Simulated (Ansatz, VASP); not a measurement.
## PbO: VASP beside Ansatz

The input INCAR:

```
PREC     = Accurate       # precision mode
ENCUT    = 520            # plane-wave cutoff, eV
EDIFF    = 1E-6           # SCF threshold, eV
ISMEAR   = 0              # smearing method
SIGMA    = 0.05           # smearing width, eV
LREAL    = F              # projectors in reciprocal space
LASPH    = T              # aspherical terms in the spheres
NELM     = 100            # most SCF steps
ALGO     = Normal         # electronic algorithm
ISIF     = 2              # what is computed and relaxed
LWAVE    = F              # write WAVECAR
LCHARG   = T              # write CHGCAR
GGA      = PE             # functional
LELF     = T              # ELF
LVHAR    = T            
NBANDS   = 17             # bands
```

Contents of KPOINTS:

```
Automatic mesh
0
Gamma
  12 12 10
```

The input POSCAR:

```
PbO
1.0
    3.5867420913      0.0120711046     -0.0028728542
   -1.7829171624      3.0849746691     -0.0032761185
   -0.0026532285     -0.0050255778      3.2351498256
Pb O
1 1
Direct
    0.0191520500      0.0260186047      0.0235914534
    0.6475146167      0.3073147286      0.4764085466
```

Input for Ansatz:

```yaml
crystal:
  lattice:
    - [3.5867420913, 0.0120711046, -0.0028728542]
    - [-1.7829171624, 3.0849746691, -0.0032761185]
    - [-0.0026532285, -0.0050255778, 3.2351498256]
  atoms:
    - { symbol: Pb, position: [0.01915205, 0.0260186047, 0.0235914534] }
    - { symbol: O, position: [0.6475146167, 0.3073147286, 0.4764085466] }
basis:
  ecutwfc: 420
  ecutrho_ratio: 4
kpoints:
  mp_grid: { grid: [12, 12, 10] }
hamiltonian:
  xc: pbe
scf:
  occupations: { method: gaussian, width: 0.05 }
output:
  forces: true
  stress: true
  eigenvalues: true
```

Change from the starting cell: all atoms moved at random (sigma 0.1 Å), cell strained at random (1 %).

Alike in both runs: task single point; functional PBE; k mesh 12 × 12 × 10; occupations gaussian, width 0.05 eV; no spin polarisation.

|  | VASP | Ansatz |
| --- | --- | --- |
| version | VASP 6.6.1 | Ansatz 0.2.0 |
| potentials or method | VASP PAW PBE potentials, release 64 (Pb_d, O), cutoff 520 eV | scalar-relativistic, plane waves, PAW |
| valence electrons in the cell | 20 | 20 |

Ansatz gave:

```
gap on the k mesh at the Fermi level (eV)                     : 0.16
least direct gap on the mesh (eV)                             : 0.50
pressure (GPa)                                                : 2.6
traceless stress, the component that is largest in VASP (GPa) : 2.93
rms of the force components (eV/Å)                            : 0.196
```

Q: Estimate VASP's values.

A: gap on the k mesh at the Fermi level (eV): 0.17; least direct gap on the mesh (eV): 0.50; pressure (GPa): 2.5; traceless stress, the component that is largest in VASP (GPa): 2.92; rms of the force components (eV/Å): 0.197.

Atom by atom the forces differ by 0.006 eV/Å (rms over components). The functional is the same, so the differences come from potentials, cutoffs and numerics.

Spin-orbit coupling is off throughout.
